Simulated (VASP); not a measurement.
# CaO (I4mm) in VASP: notebook, part 2 of 2

VASP 6.6.1. The steps go on from the part before.

### 4 Single point, PBE (all Ca atoms moved +0.175 Å, as atom 1 along Cartesian [0 0 1])

File INCAR:

```
PREC = Accurate
ENCUT = 520
EDIFF = 1E-6
ISMEAR = 0
SIGMA = 0.05
LREAL = False
LASPH = True
NELM = 60
ALGO = Normal
ISIF = 2
LWAVE = False
LCHARG = True
GGA = PE
LELF = True
LVHAR = True
NBANDS = 15
```

File KPOINTS:

```
Automatic mesh
0
Gamma
  8 8 8
```

File POSCAR:

```
CaO
1.0
    0.0000000000      2.4490000000      2.4490000000
    2.4490000000      0.0000000000      2.4490000000
    2.4490000000      2.4490000000      0.0000000000
Ca O
1 1
Direct
    0.0357288689      0.0357288689     -0.0357288689
    0.5000000000      0.5000000000      0.5000000000
```

Potentials or basis: VASP PAW PBE potentials, release 64 (Ca_sv, O).

The run is started by

```sh
cat potpaw_PBE.64/Ca_sv/POTCAR potpaw_PBE.64/O/POTCAR > POTCAR
mpirun -np 1 vasp_std > vasp.out
```

OUTCAR:

```text
PREC = Accurate
   ENCUT = 520
   EDIFF = 1E-6
   ISMEAR = 0
   LREAL = False
   LASPH = True
   NELM = 60
   ISIF = 2
   GGA = PE

 ion  position               nearest neighbor table
   1  0.036  0.036  0.964-   2 2.27   2 2.46   2 2.46   2 2.46   2 2.46
   2  0.500  0.500  0.500-   1 2.27   1 2.46   1 2.46   1 2.46   1 2.46

  LATTYP: Found a face centered cubic cell.
 ALAT       =     4.8980000000

  Lattice vectors:

 A1 = (   0.0000000000,   2.4490000000,   2.4490000000)
 A2 = (   2.4490000000,   0.0000000000,   2.4490000000)
 A3 = (   2.4490000000,   2.4490000000,   0.0000000000)

Analysis of symmetry for initial positions (statically):
=====================================================================
 Subroutine PRICEL returns:
 Original cell was already a primitive cell.

 Routine SETGRP: Setting up the symmetry group for a
 face centered cubic supercell.

 Subroutine GETGRP returns: Found  8 space group operations
 (whereof  8 operations were pure point group operations)
 out of a pool of 48 trial point group operations.

The static configuration has the point symmetry C_4v.

Analysis of symmetry for dynamics (positions and initial velocities):
=====================================================================
 Subroutine PRICEL returns:
 Original cell was already a primitive cell.

 Routine SETGRP: Setting up the symmetry group for a
 face centered cubic supercell.

 Subroutine GETGRP returns: Found  8 space group operations
 (whereof  8 operations were pure point group operations)
 out of a pool of 48 trial point group operations.

The dynamic configuration has the point symmetry C_4v.

 Subroutine INISYM returns: Found  8 space group operations
 (whereof  8 operations are pure point group operations),
 and found     1 'primitive' translations

----------------------------------------------------------------------------------------

                                     Primitive cell

  volume of cell :      29.3762

  direct lattice vectors                    reciprocal lattice vectors
     0.000000000  2.449000000  2.449000000    -0.204164965  0.204164965  0.204164965
     2.449000000  0.000000000  2.449000000     0.204164965 -0.204164965  0.204164965
     2.449000000  2.449000000  0.000000000     0.204164965  0.204164965 -0.204164965

  length of vectors
     3.463409014  3.463409014  3.463409014     0.353624093  0.353624093  0.353624093

  position of ions in fractional coordinates (direct lattice)
     0.035728869  0.035728869  0.964271131
     0.500000000  0.500000000  0.500000000

  ion indices of the primitive-cell ions
   primitive index   ion index
                 1           1
                 2           2

----------------------------------------------------------------------------------------

 KPOINTS: Automatic mesh

Automatic generation of k-mesh.
 Grid dimensions read from file:
 generate k-points for:    8    8    8

 Generating k-lattice:

  Cartesian coordinates                     Fractional coordinates (reciprocal lattice)
    -0.025520621  0.025520621  0.025520621     0.125000000  0.000000000  0.000000000
     0.025520621 -0.025520621  0.025520621     0.000000000  0.125000000  0.000000000
     0.025520621  0.025520621 -0.025520621     0.000000000  0.000000000  0.125000000

  Length of vectors
     0.044203012  0.044203012  0.044203012

  Shift w.r.t. Gamma in fractional coordinates (k-lattice)
     0.000000000  0.000000000  0.000000000

 Subroutine IBZKPT returns following result:
 ===========================================

 Found     59 irreducible k-points:

 Following reciprocal coordinates:
            Coordinates               Weight
  0.000000  0.000000  0.000000      1.000000
  0.125000  0.000000  0.000000      8.000000
  0.250000  0.000000  0.000000      8.000000
  0.375000  0.000000  0.000000      8.000000
  0.500000  0.000000  0.000000      4.000000
  0.125000  0.125000  0.000000      2.000000
[... 16 lines left out ...]
  0.000000  0.375000  0.250000     16.000000
  0.500000  0.250000  0.000000      8.000000
 [... further k-points ...]
   k-points           NKPTS =     59   k-points in BZ     NKDIM =     59   number of bands    NBANDS=     15
   number of dos      NEDOS =    301   number of ions     NIONS =      2
   total plane-waves  NPLWV =  21952
   dimension x,y,z NGX =    28 NGY =   28 NGZ =   28
   dimension x,y,z NGXF=    56 NGYF=   56 NGZF=   56
   ions per type =               1   1
   NGX,Y,Z   is equivalent  to a cutoff of  13.44, 13.44, 13.44 a.u.
   NGXF,Y,Z  is equivalent  to a cutoff of  26.88, 26.88, 26.88 a.u.
 SYSTEM =  unknown system
   PREC   = accura    normal or accurate (medium, high low for compatibility)
   ISTART =      0    job   : 0-new  1-cont  2-samecut
   ICHARG =      2    charge: 1-file 2-atom 10-const
   ISPIN  =      1    spin polarized calculation?
   LNONCOLLINEAR =      F non collinear calculations
   LSORBIT =      F    spin-orbit coupling
   LASPH  =      T    aspherical Exc in radial PAW
   ENCUT  =  520.0 eV  38.22 Ry    6.18 a.u.   6.44  6.44  6.44*2*pi/ulx,y,z
   NELM   =     60;   NELMIN=  2; NELMDL= -5     # of ELM steps
   EDIFF  = 0.1E-05   stopping-criterion for ELM
   LREAL  =      F    real-space projection
   EDIFFG = 0.1E-04   stopping-criterion for IOM
   NSW    =      0    number of steps for IOM
   IBRION =     -1    ionic relax: 0-MD 1-quasi-New 2-CG
   NFREE  =      0    steps in history (QN), initial steepest desc. (CG)
   ISIF   =      2    stress and relaxation
   ISYM   =      2    0-nonsym 1-usesym 2-fastsym
   POTIM  = 0.5000    time-step for ionic-motion
   TEBEG  =    0.0;   TEEND  =   0.0 temperature during run
   PSTRESS=    0.0 pullay stress
   NELECT =      16.0000    total number of electrons
   NUPDOWN=      -1.0000    fix difference up-down
   EMIN   =  10.00;   EMAX   =-10.00  energy-range for DOS
   EFERMI =   0.00;   METHOD = LEGACY
   ISMEAR =     0;   SIGMA  =   0.05  broadening in eV -4-tet -1-fermi 0-gaus
   EFERMI_NEDOS =   21; number of points for ismear=-14 and -15
   IALGO  =     38    algorithm
   IMIX   =      4    mixing-type and parameters
     AMIX     =   0.40;   BMIX     =  1.00
     AMIX_MAG =   1.60;   BMIX_MAG =  1.00
  volume/ion in A,a.u.               =      14.69        99.12
  Fermi-wavevector in a.u.,A,eV,Ry     =   1.336953  2.526474 24.319632  1.787443
  Thomas-Fermi vector in A             =   2.465539
   LORBIT       =      0    0 simple, 1 ext, 2 COOP (PROOUT), +10 PAW based schemes
   GGA     = PE    functional components
   LHFCALC =     F    Hartree Fock is set to
   AEXX    =    0.0000 exact exchange contribution
   IVDW    =     0    specifies the selected vdW correction
   LEPSILON=     F    determine dielectric tensor
   LRPA    =     F    only Hartree local field effects (RPA)
 non-spin polarized calculation
 Gauss-broadening in eV      SIGMA  =   0.05
  energy-cutoff  :      520.00
  volume of cell :       29.38
 maximum number of plane-waves:       817
 NGX is ok and might be reduce to    28
   NGX = 13   NGY = 13   NGZ = 13

 number of electron      16.0000005 magnetization

 Free energy of the ion-electron system (eV)
  ---------------------------------------------------
  ext. energy  EPLUGINS =         0.00000000
  ---------------------------------------------------
  free energy    TOTEN  =       -12.75620122 eV

  energy without entropy =      -12.75620122  energy(sigma->0) =      -12.75620122

 E-fermi :   2.1673     XC(G=0): -10.1926

 val. band max:        1.9518070256   @ k =   0.0000   0.0000   0.0000
 cond. band min:       5.6932727787   @ k =   0.5000   0.5000   0.0000
 fundamental gap:      3.7414657531
 Fermi energy:         2.1672721979

 k-point     1 :       0.0000    0.0000    0.0000
  band No.  band energies     occupation
      1     -35.8011      2.00000
      2     -16.6282      2.00000
      3     -16.6045      2.00000
      4     -16.6045      2.00000
      5     -13.3784      2.00000
      6       1.9455      2.00000
      7       1.9518      2.00000
      8       1.9518      2.00000
      9       6.2802      0.00000
     10       8.1452      0.00000
     11       8.2573      0.00000
     12       8.2573      0.00000
     13       9.5515      0.00000
     14       9.7484      0.00000
     15      16.7070      0.00000
[... 397 lines left out ...]
 k-point    24 :       0.5000    0.2500    0.0000
  band No.  band energies     occupation
      1     -35.7083      2.00000
      2     -17.2716      2.00000
      3     -16.8204      2.00000
      4     -16.7251      2.00000
      5     -12.7347      2.00000
      6       0.3215      2.00000
      7       1.0141      2.00000
      8       1.2784      2.00000
      9       7.2718      0.00000
     10       9.3614      0.00000
     11      10.5133      0.00000
     12      10.6051      0.00000
     13      11.2726      0.00000
     14      13.1949      0.00000
     15      15.6913      0.00000

 [... further k-points ...]
[... 5 lines left out ...]
  --------------------------------------------------------------------------------------
  -------------------------------------------------------------------------------------
  Total       -0.6726544     -0.6726544      0.0125346      0.0000000     -0.0000000      0.0000000
  in kB      -36.6864941    -36.6864941      0.6836382      0.0000000     -0.0000000      0.0000000
  external PRESSURE =     -24.2297833 kB  Pullay stress =       0.0000000 kB

 VOLUME and BASIS-vectors are now :
 -----------------------------------------------------------------------------
  energy-cutoff  :      520.00
  volume of cell :       29.38
      direct lattice vectors                 reciprocal lattice vectors
     0.000000000  2.449000000  2.449000000    -0.204164965  0.204164965  0.204164965
     2.449000000  0.000000000  2.449000000     0.204164965 -0.204164965  0.204164965
     2.449000000  2.449000000  0.000000000     0.204164965  0.204164965 -0.204164965

 POSITION                                       TOTAL-FORCE (eV/Angst)
 -----------------------------------------------------------------------------------
      2.44900      2.44900      0.17500         0.000000      0.000000     -0.489882
      2.44900      2.44900      2.44900         0.000000      0.000000      0.489882
 -----------------------------------------------------------------------------------
    total drift:                                0.000000      0.000000      0.000410

  FREE ENERGIE OF THE ION-ELECTRON SYSTEM (eV)
  ---------------------------------------------------
  free  energy   TOTEN  =       -12.7562012160 eV

  energy  without entropy=      -12.7562012160  energy(sigma->0) =      -12.75620122
```

Wall time 15 s (1 thread of Intel Xeon Platinum 8488C (Sapphire Rapids), shared host); peak memory 0.17 GiB.

What came out:

```yaml
Free_energy: -12.7562 eV
Pressure: -2.4 GPa
Largest_force: 0.490 eV/Å
Band_gap_on_the_k_mesh: 3.74 eV, indirect (least direct gap 4.05 eV)
```

Forces on the atoms (eV/Å):
```
Ca   0.000  0.000 -0.490
O    0.000  0.000  0.490
```

Levels at points of the mesh, in eV from the valence-band top:
```csv
k point,band 5,band 6,band 7,band 8,band 9,band 10,band 11,band 12
"(0.00, 0.00, 0.00)",-15.33,-0.01,0.00,0.00,4.33,6.19,6.31,6.31
"(0.50, 0.00, 0.00)",-14.36,-2.42,-1.01,-1.00,6.84,7.79,8.18,8.41
"(0.50, 0.50, 0.00)",-15.05,-1.19,-0.31,-0.31,3.74,7.60,8.69,9.26
"(0.00, 0.50, 0.50)",-15.08,-1.25,-0.46,-0.31,3.96,7.66,8.74,9.26
```

Caveat: the cell differs from its parent crystal (all Ca atoms moved +0.175 Å, as atom 1 along Cartesian [0 0 1]). A k mesh can miss the band edges.

### 5 Single point, PBE (all Ca atoms moved +0.125 Å, as atom 1 along Cartesian [0 0 1])

File INCAR:

```
SYSTEM = CaO
PREC = Accurate ; ENCUT = 520
EDIFF = 1E-6 ; ISMEAR = 0
SIGMA = 0.05 ; LREAL = .FALSE.
LASPH = .TRUE. ; NELM = 60
ALGO = Normal ; ISIF = 2
LWAVE = .FALSE. ; LCHARG = .FALSE.
GGA = PE ; NBANDS = 15
```

File KPOINTS:

```
regular mesh
0
G
  8 8 8
  0 0 0
```

Changes to POSCAR since step 4:

```diff
@@ -8,3 +8,3 @@
 Direct
-    0.0357288689      0.0357288689     -0.0357288689
+    0.0255206207      0.0255206207     -0.0255206207
     0.5000000000      0.5000000000      0.5000000000
```

The run is started by

```sh
cat potpaw_PBE.64/Ca_sv/POTCAR potpaw_PBE.64/O/POTCAR > POTCAR
mpirun -np 1 vasp_std > vasp.out
```

It took 15 s on 1 thread of Intel Xeon Platinum 8488C (Sapphire Rapids), shared host; peak memory 0.17 GiB.

Results (log left out):

* Free energy: -12.7762 eV
* Pressure: -3.0 GPa
* Largest force: 0.317 eV/Å
* Band gap on the k mesh: 3.69 eV, indirect (least direct gap 4.04 eV)

Forces on the atoms (eV/Å):
```
Ca   0.000  0.000 -0.317
O    0.000  0.000  0.317
```

Stress tensor (GPa, compression positive):
```
-3.62  0.00  0.00
 0.00 -3.62  0.00
 0.00  0.00 -1.73
```

Levels at points of the mesh, in eV from the valence-band top:
```csv
k point,band 5,band 6,band 7,band 8,band 9,band 10,band 11,band 12
"(0.00, 0.00, 0.00)",-15.38,0.00,0.00,0.00,4.30,6.14,6.20,6.20
"(0.50, 0.00, 0.00)",-14.40,-2.46,-1.05,-1.05,6.82,7.85,8.11,8.30
"(0.50, 0.50, 0.00)",-15.12,-1.25,-0.35,-0.35,3.69,7.62,8.63,9.21
"(0.00, 0.50, 0.50)",-15.13,-1.28,-0.42,-0.35,3.81,7.65,8.66,9.21
```

Caveat: the cell differs from its parent crystal (all Ca atoms moved +0.125 Å, as atom 1 along Cartesian [0 0 1]). A k mesh can miss the band edges.
